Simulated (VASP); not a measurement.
LiPb, 2 atoms in the cell. It takes space group R-3m (No. 166, trigonal). Conventional cell: a = 4.862 Å, b = 4.862 Å, c = 6.343 Å, α = 90.00°, β = 90.00°, γ = 120.00°. Within 3.9 Å of Li (site symmetry -3m) lie 8 Pb at 3.00 to 3.17 Å and 6 Li at 3.51 Å. Pb (site symmetry -3m) has 8 Li at 3.00 to 3.17 Å and 6 Pb at 3.51 Å within 3.9 Å.  This cell differs from its parent crystal: strain -0.025 along x and y, +0.025 along z.

| Item | Value |
| --- | --- |
| Program | VASP 6.6.1 |
| Task | single point |
| Functional | r2SCAN |
| Potentials or basis | VASP PAW PBE potentials, release 64 (Li_sv, Pb_d) |
| Cutoff | 520 eV |
| k mesh | 12 × 12 × 12 |
| Occupations | gaussian, width 0.15 eV |
| Spin | no spin polarisation |
| Dipole correction | no |
| Further INCAR settings | ALGO = Normal; EDIFF = 1e-07; NBANDS = 16 |

Potentials or basis: VASP PAW PBE potentials, release 64 (Li_sv, Pb_d).

The run is started by

```sh
$ cat potpaw_PBE.64/Li_sv/POTCAR potpaw_PBE.64/Pb_d/POTCAR > POTCAR
$ cp INCAR.step1 INCAR
$ mpirun -np 1 vasp_std > vasp.out
$ cp INCAR.step2 INCAR
$ mpirun -np 1 vasp_std > vasp.out
```

Hardware: 1 thread of Intel(R) Xeon(R) Platinum 8488C (Sapphire Rapids) (shared host).

Task: How long does it take, and how much memory?

Result: It took 3.7 min on 1 thread of Intel(R) Xeon(R) Platinum 8488C (Sapphire Rapids), on a shared host, peak memory 0.26 GiB. Counts: k points 189.
